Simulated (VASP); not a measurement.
**CuO: single point with PBEsol**

Crystal: CuO.

```
Cu O
1.0
     0.00000    2.11290    2.11290
     2.11290    0.00000    2.11290
     2.11290    2.11290    0.00000
Cu O
1 1
Direct
  0.00000 0.00000 0.00000
  0.50000 0.50000 0.50000
```

This cell differs from its parent crystal: functional PBEsol, strained.

```
Program                : VASP 6.6.1
Task                   : single point
Functional             : PBEsol
Potentials or basis    : VASP PAW PBE potentials, release 64 (Cu, O)
Cutoff                 : 520 eV
k mesh                 : 18 × 18 × 18
Occupations            : gaussian, width 0.1 eV
Spin                   : no spin polarisation
Dipole correction      : no
Further INCAR settings : ALGO = Normal; EDIFF = 1e-07; NBANDS = 16
```

```
Pressure : -6.4 GPa
```

Levels at points of the mesh, in eV from the Fermi level:
```csv
k point,band 6,band 7,band 8,band 9,band 10,band 11,band 12,band 13
"(0.00, 0.00, 0.00)",-2.38,-2.38,-2.24,-2.24,1.38,17.97,18.57,18.57
"(0.50, 0.00, 0.00)",-1.83,-1.39,0.75,0.75,5.60,9.61,13.66,13.66
"(0.50, 0.50, 0.00)",-1.93,-1.64,-1.64,-1.48,5.57,10.54,11.94,16.13
```

It took 30 s on 1 thread of Intel(R) Xeon(R) Platinum 8488C (Sapphire Rapids), on a shared host, peak memory 0.18 GiB.

Caveat: the cell differs from its parent crystal (functional PBEsol, strained); the PAW data sets were made with another functional, which shifts forces and pressure a little; an odd number of electrons without spin polarisation forces a metal; a magnetic or distorted state may lie lower; semilocal functionals often make such compounds metallic where correlation or magnetic order opens a gap, which also shifts bond lengths.
